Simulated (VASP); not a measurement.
# BeS (F-43m) in VASP: a series of runs

The runs below take BeS through single point, relaxation of cell and atoms, with PBEsol.

All numbers are computed with VASP 6.6.1; they aren't measurements. Logs are shortened: lines on timing, memory, paths and dates and some standing lists are left out, and cuts for length are marked.

## Step 1: The cell of the first run

The structure is cubic, space group F-43m (No. 216). The conventional cell has a = 4.838 Å, b = 4.838 Å, c = 4.838 Å, α = 90.00°, β = 90.00°, γ = 90.00°. Be (site symmetry -43m) has 4 S at 2.09 Å within 2.8 Å. Within 2.8 Å of S (site symmetry -43m) lie 4 Be at 2.09 Å.

## Step 2: Single point, PBEsol

INCAR

```
SYSTEM = BeS
  PREC = Accurate
  ENCUT = 520
  EDIFF = 1E-6
  ISMEAR = -1
  SIGMA = 0.1
  LREAL = .False.
  LASPH = .True.
  NELM = 60
  ALGO = Normal
  ISIF = 2
  LWAVE = .False.
  LCHARG = .True.
  GGA = PS
  LELF = .True.
  LVHAR = .True.
  NBANDS = 11
```

KPOINTS

```
Automatic mesh
0
Gamma
  12 12 12
  0 0 0
```

POSCAR

```
BeS
1.0
    0.0000000000      2.4189631388      2.4189631388
    2.4189631388      0.0000000000      2.4189631388
    2.4189631388      2.4189631388      0.0000000000
Be S
1 1
Direct
    0.0000000000      0.0000000000      0.0000000000
    0.7500000000      0.7500000000      0.7500000000
```

Potentials or basis: VASP PAW PBE potentials, release 64 (Be, S).

Started as:

```
> cat potpaw_PBE.64/Be/POTCAR potpaw_PBE.64/S/POTCAR > POTCAR
> mpirun -np 1 vasp_std > vasp.out
```

OUTCAR:

```text
SYSTEM = BeS
   PREC = Accurate
   ENCUT = 520
   EDIFF = 1E-6
   ISMEAR = -1
   LREAL = .False.
   LASPH = .True.
   NELM = 60
   ISIF = 2
   GGA = PS

 ion  position               nearest neighbor table
   1  0.000  0.000  0.000-   2 2.09   2 2.09   2 2.09   2 2.09
   2  0.750  0.750  0.750-   1 2.09   1 2.09   1 2.09   1 2.09

  LATTYP: Found a face centered cubic cell.
 ALAT       =     4.8379262776

  Lattice vectors:

 A1 = (   0.0000000000,   2.4189631388,   2.4189631388)
 A2 = (   2.4189631388,   0.0000000000,   2.4189631388)
 A3 = (   2.4189631388,   2.4189631388,   0.0000000000)

Analysis of symmetry for initial positions (statically):
=====================================================================
 Subroutine PRICEL returns:
 Original cell was already a primitive cell.

 Routine SETGRP: Setting up the symmetry group for a
 face centered cubic supercell.

 Subroutine GETGRP returns: Found 24 space group operations
 (whereof 24 operations were pure point group operations)
 out of a pool of 48 trial point group operations.

The static configuration has the point symmetry T_d .

Analysis of symmetry for dynamics (positions and initial velocities):
=====================================================================
 Subroutine PRICEL returns:
 Original cell was already a primitive cell.

 Routine SETGRP: Setting up the symmetry group for a
 face centered cubic supercell.

 Subroutine GETGRP returns: Found 24 space group operations
 (whereof 24 operations were pure point group operations)
 out of a pool of 48 trial point group operations.

The dynamic configuration has the point symmetry T_d .

 Subroutine INISYM returns: Found 24 space group operations
 (whereof 24 operations are pure point group operations),
 and found     1 'primitive' translations

----------------------------------------------------------------------------------------

                                     Primitive cell

  volume of cell :      28.3086

  direct lattice vectors                    reciprocal lattice vectors
     0.000000000  2.418963139  2.418963139    -0.206700132  0.206700132  0.206700132
     2.418963139  0.000000000  2.418963139     0.206700132 -0.206700132  0.206700132
     2.418963139  2.418963139  0.000000000     0.206700132  0.206700132 -0.206700132

  length of vectors
     3.420930478  3.420930478  3.420930478     0.358015130  0.358015130  0.358015130

  position of ions in fractional coordinates (direct lattice)
     0.000000000  0.000000000  0.000000000
     0.750000000  0.750000000  0.750000000

  ion indices of the primitive-cell ions
   primitive index   ion index
                 1           1
                 2           2

----------------------------------------------------------------------------------------

 KPOINTS: Automatic mesh

Automatic generation of k-mesh.
 Grid dimensions read from file:
 generate k-points for:   12   12   12

 Generating k-lattice:

  Cartesian coordinates                     Fractional coordinates (reciprocal lattice)
    -0.017225011  0.017225011  0.017225011     0.083333333  0.000000000  0.000000000
     0.017225011 -0.017225011  0.017225011     0.000000000  0.083333333  0.000000000
     0.017225011  0.017225011 -0.017225011     0.000000000  0.000000000  0.083333333

  Length of vectors
     0.029834594  0.029834594  0.029834594

  Shift w.r.t. Gamma in fractional coordinates (k-lattice)
     0.000000000  0.000000000  0.000000000

 Subroutine IBZKPT returns following result:
 ===========================================

 Found     72 irreducible k-points:

 Following reciprocal coordinates:
            Coordinates               Weight
  0.000000  0.000000  0.000000      1.000000
  0.083333  0.000000  0.000000      8.000000
  0.166667  0.000000  0.000000      8.000000
  0.250000  0.000000  0.000000      8.000000
  0.333333  0.000000  0.000000      8.000000
  0.416667  0.000000  0.000000      8.000000
[... 16 lines left out ...]
  0.500000  0.166667  0.000000     24.000000
 -0.416667  0.166667  0.000000     24.000000
 [... further k-points ...]
   k-points           NKPTS =     72   k-points in BZ     NKDIM =     72   number of bands    NBANDS=     11
   number of dos      NEDOS =    301   number of ions     NIONS =      2
   total plane-waves  NPLWV =  21952
   dimension x,y,z NGX =    28 NGY =   28 NGZ =   28
   dimension x,y,z NGXF=    56 NGYF=   56 NGZF=   56
   ions per type =               1   1
   NGX,Y,Z   is equivalent  to a cutoff of  13.61, 13.61, 13.61 a.u.
   NGXF,Y,Z  is equivalent  to a cutoff of  27.21, 27.21, 27.21 a.u.
 SYSTEM =  BeS
   PREC   = accura    normal or accurate (medium, high low for compatibility)
   ISTART =      0    job   : 0-new  1-cont  2-samecut
   ICHARG =      2    charge: 1-file 2-atom 10-const
   ISPIN  =      1    spin polarized calculation?
   LNONCOLLINEAR =      F non collinear calculations
   LSORBIT =      F    spin-orbit coupling
   LASPH  =      T    aspherical Exc in radial PAW
   ENCUT  =  520.0 eV  38.22 Ry    6.18 a.u.   6.36  6.36  6.36*2*pi/ulx,y,z
   NELM   =     60;   NELMIN=  2; NELMDL= -5     # of ELM steps
   EDIFF  = 0.1E-05   stopping-criterion for ELM
   LREAL  =      F    real-space projection
   EDIFFG = 0.1E-04   stopping-criterion for IOM
   NSW    =      0    number of steps for IOM
   IBRION =     -1    ionic relax: 0-MD 1-quasi-New 2-CG
   NFREE  =      0    steps in history (QN), initial steepest desc. (CG)
   ISIF   =      2    stress and relaxation
   ISYM   =      2    0-nonsym 1-usesym 2-fastsym
   POTIM  = 0.5000    time-step for ionic-motion
   TEBEG  =    0.0;   TEEND  =   0.0 temperature during run
   PSTRESS=    0.0 pullay stress
   NELECT =       8.0000    total number of electrons
   NUPDOWN=      -1.0000    fix difference up-down
   EMIN   =  10.00;   EMAX   =-10.00  energy-range for DOS
   EFERMI =   0.00;   METHOD = LEGACY
   ISMEAR =    -1;   SIGMA  =   0.10  broadening in eV -4-tet -1-fermi 0-gaus
   EFERMI_NEDOS =   21; number of points for ismear=-14 and -15
   IALGO  =     38    algorithm
   IMIX   =      4    mixing-type and parameters
     AMIX     =   0.40;   BMIX     =  1.00
     AMIX_MAG =   1.60;   BMIX_MAG =  1.00
  volume/ion in A,a.u.               =      14.15        95.52
  Fermi-wavevector in a.u.,A,eV,Ry     =   1.074316  2.030164 15.703245  1.154156
  Thomas-Fermi vector in A             =   2.210141
   LORBIT       =      0    0 simple, 1 ext, 2 COOP (PROOUT), +10 PAW based schemes
   GGA     = PS    functional components
   LHFCALC =     F    Hartree Fock is set to
   AEXX    =    0.0000 exact exchange contribution
   IVDW    =     0    specifies the selected vdW correction
   LEPSILON=     F    determine dielectric tensor
   LRPA    =     F    only Hartree local field effects (RPA)
 non-spin polarized calculation
  energy-cutoff  :      520.00
  volume of cell :       28.31
 maximum number of plane-waves:       778
 NGX is ok and might be reduce to    28
   NGX = 13   NGY = 13   NGZ = 13

 number of electron       8.0000000 magnetization

 Free energy of the ion-electron system (eV)
  ---------------------------------------------------
  ext. energy  EPLUGINS =         0.00000000
  ---------------------------------------------------
  free energy    TOTEN  =       -10.56434666 eV

  energy without entropy =      -10.56434664  energy(sigma->0) =      -10.56434665

 E-fermi :   5.7434     XC(G=0):  -9.9317

 val. band max:        4.2219500692   @ k =   0.0000   0.0000   0.0000
 cond. band min:       7.1331641379   @ k =   0.5000   0.5000   0.0000
 fundamental gap:      2.9112140687
 Fermi energy:         5.7433782449

 k-point     1 :       0.0000    0.0000    0.0000
  band No.  band energies     occupation
      1      -9.5466      2.00000
      2       4.2219      2.00000
      3       4.2219      2.00000
      4       4.2220      2.00000
      5       9.8286      0.00000
      6       9.8286      0.00000
      7       9.8286      0.00000
      8       9.9909      0.00000
      9      17.0317      0.00000
     10      17.0317      0.00000
     11      18.9557      0.00000

 k-point     2 :       0.0833    0.0000    0.0000
  band No.  band energies     occupation
      1      -9.4654      2.00000
      2       3.6083      2.00000
      3       4.1250      2.00000
      4       4.1250      2.00000
      5       9.7549      0.00000
      6      10.0031      0.00000
      7      10.0031      0.00000
      8      10.6849      0.00000
      9      16.6166      0.00000
     10      16.6166      0.00000
     11      18.8753      0.00000

 k-point     3 :       0.1667    0.0000    0.0000
  band No.  band energies     occupation
      1      -9.2295      2.00000
      2       2.2861      2.00000
      3       3.8876      2.00000
      4       3.8876      2.00000
      5       9.7244      0.00000
      6      10.4025      0.00000
      7      10.4025      0.00000
      8      12.0334      0.00000
      9      16.0586      0.00000
     10      16.0586      0.00000
     11      18.5859      0.00000

 k-point     4 :       0.2500    0.0000    0.0000
  band No.  band energies     occupation
      1      -8.8659      2.00000
      2       0.8441      2.00000
      3       3.6118      2.00000
      4       3.6118      2.00000
      5       9.6947      0.00000
      6      10.7358      0.00000
      7      10.7358      0.00000
      8      13.4275      0.00000
      9      16.0484      0.00000
     10      16.0484      0.00000
     11      18.2927      0.00000

 k-point     5 :       0.3333    0.0000    0.0000
  band No.  band energies     occupation
      1      -8.4344      2.00000
      2      -0.4352      2.00000
      3       3.3754      2.00000
      4       3.3754      2.00000
      5       9.6628      0.00000
      6      10.8141      0.00000
      7      10.8141      0.00000
      8      14.5080      0.00000
      9      16.8119      0.00000
     10      16.8119      0.00000
     11      18.3265      0.00000
[... 211 lines left out ...]
 k-point    21 :       0.3333    0.1667    0.0000
  band No.  band energies     occupation
      1      -8.4797      2.00000
      2       0.4622      2.00000
      3       2.7028      2.00000
      4       2.7378      2.00000
      5       9.2668      0.00000
      6      11.6385      0.00000
      7      11.9059      0.00000
      8      12.3363      0.00000
      9      16.3897      0.00000
     10      18.2448      0.00000
     11      19.8926      0.00000

 k-point    22 :       0.4167    0.1667    0.0000
  band No.  band energies     occupation
      1      -8.0775      2.00000
      2      -0.5740      2.00000
      3       2.3657      2.00000
      4       2.6025      2.00000
      5       9.3861      0.00000
      6      11.6798      0.00000
      7      12.2620      0.00000
      8      12.6684      0.00000
      9      17.6365      0.00000
     10      19.1579      0.00000
     11      19.6104      0.00000

 k-point    23 :       0.5000    0.1667    0.0000
  band No.  band energies     occupation
      1      -7.7782      2.00000
      2      -1.2320      2.00000
      3       2.0358      2.00000
      4       2.6440      2.00000
      5       9.4985      0.00000
      6      11.5800      0.00000
      7      12.0256      0.00000
      8      14.0182      0.00000
      9      17.5803      0.00000
     10      19.2018      0.00000
     11      20.2321      0.00000

 k-point    24 :      -0.4167    0.1667    0.0000
  band No.  band energies     occupation
      1      -7.7315      2.00000
      2      -1.3273      2.00000
      3       1.8168      2.00000
      4       2.8195      2.00000
      5       9.7154      0.00000
      6      11.5174      0.00000
      7      11.7892      0.00000
      8      15.0888      0.00000
      9      17.0193      0.00000
     10      17.5906      0.00000
     11      20.6444      0.00000

 [... further k-points ...]
[... 5 lines left out ...]
  --------------------------------------------------------------------------------------
  -------------------------------------------------------------------------------------
  Total        0.0285517      0.0285517      0.0285517     -0.0000000      0.0000000     -0.0000000
  in kB        1.6159396      1.6159396      1.6159396     -0.0000000      0.0000000     -0.0000000
  external PRESSURE =       1.6159396 kB  Pullay stress =       0.0000000 kB

 VOLUME and BASIS-vectors are now :
 -----------------------------------------------------------------------------
  energy-cutoff  :      520.00
  volume of cell :       28.31
      direct lattice vectors                 reciprocal lattice vectors
     0.000000000  2.418963139  2.418963139    -0.206700132  0.206700132  0.206700132
     2.418963139  0.000000000  2.418963139     0.206700132 -0.206700132  0.206700132
     2.418963139  2.418963139  0.000000000     0.206700132  0.206700132 -0.206700132

 POSITION                                       TOTAL-FORCE (eV/Angst)
 -----------------------------------------------------------------------------------
      0.00000      0.00000      0.00000         0.000000     -0.000000     -0.000000
      3.62844      3.62844      3.62844        -0.000000      0.000000      0.000000
 -----------------------------------------------------------------------------------
    total drift:                               -0.000000     -0.000000     -0.000000

  FREE ENERGIE OF THE ION-ELECTRON SYSTEM (eV)
  ---------------------------------------------------
  free  energy   TOTEN  =       -10.5643466559 eV

  energy  without entropy=      -10.5643466393  energy(sigma->0) =      -10.56434665
```

Wall time 15 s (1 thread of Intel Xeon Platinum 8375C at 2.90GHz (Ice Lake), shared host); peak memory 0.16 GiB.

What came out:

```yaml
Free_energy: -10.5643 eV
Pressure: 0.2 GPa
Band_gap_on_the_k_mesh: 2.91 eV, indirect (least direct gap 5.61 eV)
```

Levels at points of the mesh, in eV from the valence-band top:
| k point | band 1 | band 2 | band 3 | band 4 | band 5 | band 6 | band 7 | band 8 | band 9 |
| --- | --- | --- | --- | --- | --- | --- | --- | --- | --- |
| (0.00, 0.00, 0.00) | -13.77 | 0.00 | 0.00 | 0.00 | 5.61 | 5.61 | 5.61 | 5.77 | 12.81 |
| (0.50, 0.00, 0.00) | -12.11 | -5.91 | -1.05 | -1.05 | 5.41 | 6.48 | 6.48 | 11.01 | 14.96 |
| (0.50, 0.50, 0.00) | -11.56 | -5.11 | -2.70 | -2.70 | 2.91 | 4.80 | 12.81 | 12.81 | 15.50 |

Caveat: the PAW data sets were made with another functional, which shifts forces and pressure a little. A k mesh can miss the band edges.

## Step 3: Relaxation of cell and atoms, PBEsol

This run uses another cell than the first one, of 14.26 Å³/atom, 1.008 times its volume.

INCAR

```
SYSTEM = BeS
PREC = Accurate ; ENCUT = 600
EDIFF = 1E-6 ; ISMEAR = -1
SIGMA = 0.1 ; LREAL = .False.
LASPH = .True. ; NELM = 60
ALGO = Normal ; ISIF = 3
LWAVE = .False. ; LCHARG = .False.
GGA = PS ; IBRION = 2
NSW = 100 ; EDIFFG = -0.002
```

KPOINTS is that of step 2.

POSCAR

```
BeS
1.0
    0.0000000000      2.4250000000      2.4250000000
    2.4250000000      0.0000000000      2.4250000000
    2.4250000000      2.4250000000      0.0000000000
Be S
1 1
Direct
    0.0000000000      0.0000000000      0.0000000000
    0.7500000000      0.7500000000      0.7500000000
```

Potentials or basis: VASP PAW PBE potentials, release 64 (Be, S).

Started as:

```
> cat potpaw_PBE.64/Be/POTCAR potpaw_PBE.64/S/POTCAR > POTCAR
> mpirun -np 1 vasp_std > vasp.out
```

It took 25 s on 1 thread of Intel Xeon Platinum 8375C at 2.90GHz (Ice Lake), shared host; peak memory 0.16 GiB.

It converged, with:

| Item | Value |
| --- | --- |
| Free energy | -10.5646 eV |
| Relaxed volume | 14.18 Å³/atom |
| Relaxed cell | a = 3.423 Å, b = 3.423 Å, c = 3.423 Å, α = 60.00°, β = 60.00°, γ = 60.00° |
| Space group after relaxing (to 0.05 Å) | F-43m (No. 216) |
| Energy gained by relaxing | 0.1 meV/atom |
| Ionic steps | 3 |
| Pressure after relaxing | 0.0 GPa |
| Band gap on the k mesh | 2.92 eV, indirect (least direct gap 5.61 eV) |

The path:
```csv
step,energy change (eV),largest force (eV/Å),pressure (GPa),volume (Å³)
1,0.0000,0.0000,-0.53,28.52
2,-0.0003,0.0000,0.13,28.33
3,-0.0003,0.0000,0.01,28.36
```

Final structure:
```yaml
crystal:
  lattice:
    - [0.00000, 2.42049, 2.42049]
    - [2.42049, 0.00000, 2.42049]
    - [2.42049, 2.42049, 0.00000]
  atoms:
    - { symbol: Be, position: [0.00000, 0.00000, 0.00000] }
    - { symbol: S, position: [0.75000, 0.75000, 0.75000] }
```

Levels at points of the mesh, in eV from the valence-band top:
| k point | band 2 | band 3 | band 4 | band 5 | band 6 | band 7 |
| --- | --- | --- | --- | --- | --- | --- |
| (0.00, 0.00, 0.00) | 0.00 | 0.00 | 0.00 | 5.61 | 5.61 | 5.61 |
| (0.50, 0.00, 0.00) | -5.90 | -1.05 | -1.05 | 5.40 | 6.48 | 6.48 |
| (0.50, 0.50, 0.00) | -5.10 | -2.69 | -2.69 | 2.92 | 4.81 | 12.79 |

Caveat: the PAW data sets were made with another functional, which shifts forces and pressure a little.
